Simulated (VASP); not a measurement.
Zn:

```
Zn
1.0
     2.61436    0.00000    0.00000
    -1.30718    2.26410    0.00000
     0.00000    0.00000    4.87316
Zn
2
Direct
  0.33333 0.66667 0.25000
  0.66667 0.33333 0.75000
```

```yaml
Program: VASP 6.6.1
Task: relaxation of cell and atoms
Functional: PBE
Potentials_or_basis: VASP PAW PBE potentials, release 64 (Zn)
Cutoff: 600 eV
k_mesh: 18 × 18 × 10
Occupations: gaussian, width 0.1 eV
Spin: no spin polarisation
```

At the start: pressure 4.5 GPa; volume 14.42 Å³/atom.

Q: How do energy, volume and symmetry change on relaxing?

A: Over 16 steps the energy falls by 13.1 meV/atom and the volume is 15.36 Å³/atom (+6.5 %); space group P6_3/mmc (No. 194, to 0.05 Å).

Step by step:
| step | energy change (eV) | largest force (eV/Å) | pressure (GPa) | volume (Å³) |
| --- | --- | --- | --- | --- |
| 1 | 0.0000 | 0.0000 | 4.51 | 28.85 |
| 2 | -0.0214 | 0.0000 | -0.38 | 30.57 |
| 3 | -0.0215 | 0.0000 | -0.11 | 30.45 |
| 4 | -0.0241 | 0.0000 | -0.06 | 30.52 |
| 5 | -0.0260 | 0.0000 | 0.07 | 30.61 |
| 6 | -0.0262 | 0.0000 | 0.17 | 30.66 |
| 7 | -0.0262 | 0.0000 | 0.08 | 30.65 |
| 8 | -0.0262 | 0.0000 | 0.15 | 30.64 |
| 9 | -0.0262 | 0.0000 | 0.29 | 30.65 |
| 10 | -0.0262 | 0.0000 | -0.24 | 30.82 |
| 11 | -0.0262 | 0.0000 | -0.05 | 30.72 |
| 12 | -0.0262 | 0.0000 | 0.00 | 30.71 |
| 13 | -0.0262 | 0.0000 | 0.02 | 30.71 |
| 14 | -0.0262 | 0.0000 | 0.03 | 30.72 |
| 15 | -0.0262 | 0.0000 | -0.01 | 30.72 |
| 16 | -0.0262 | 0.0000 | 0.01 | 30.72 |

Final structure:
```
Zn
1.0
     2.63915    0.00000    0.00000
    -1.31957    2.28557    0.00000
     0.00000    0.00000    5.09289
Zn
2
Direct
  0.33333 0.66667 0.25000
  0.66667 0.33333 0.75000
```
